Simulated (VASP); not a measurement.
Write the native input for VASP 6.6.1 that does the following.

```
Task                   : single point
Functional             : BLYP
Potentials or basis    : VASP PAW PBE potentials, release 64 (Hf_pv, N)
Cutoff                 : 520 eV
k mesh                 : 9 × 9 × 9
Occupations            : fermi-dirac, width 0.05 eV
Spin                   : no spin polarisation
Dipole correction      : no
Further INCAR settings : ALGO = Normal; EDIFF = 1e-07; NBANDS = 14
```

The structure of HfN lies in POSCAR:

```
HfN
1.0
    0.0000000000      2.4813225237      2.4813225237
    2.4813225237      0.0000000000      2.4813225237
    2.4813225237      2.4813225237      0.0000000000
Hf N
1 1
Direct
    0.0000000000      0.0000000000      0.0000000000
    0.2500000000      0.2500000000      0.2500000000
```

These files were run (other wordings do the same):

INCAR

```
  PREC = Accurate
  ENCUT = 520
  EDIFF = 1E-7
  ISMEAR = -1
  SIGMA = 0.05
  LREAL = False
  LASPH = True
  NELM = 80
  ALGO = Normal
  ISIF = 2
  LWAVE = False
  LCHARG = False
  GGA = B5
  ALDAX = 1.0
  AGGAX = 1.0
  AGGAC = 1.0
  ALDAC = 0.0
  NBANDS = 14
```

KPOINTS

```
regular mesh
0
Gamma
  9 9 9
```

Potentials or basis: VASP PAW PBE potentials, release 64 (Hf_pv, N).

The run is started by

```sh
$ cat potpaw_PBE.64/Hf_pv/POTCAR potpaw_PBE.64/N/POTCAR > POTCAR
$ mpirun -np 1 vasp_std > vasp.out
```

Results of the run:

| Property | Result |
| --- | --- |
| Pressure | -0.5 GPa |

Caveat: the PAW data sets were made with another functional, which shifts forces and pressure a little.

Run time: 14 s on 1 thread of Intel(R) Xeon(R) 6975P-C (Granite Rapids), with other jobs on the host, peak memory 0.16 GiB.
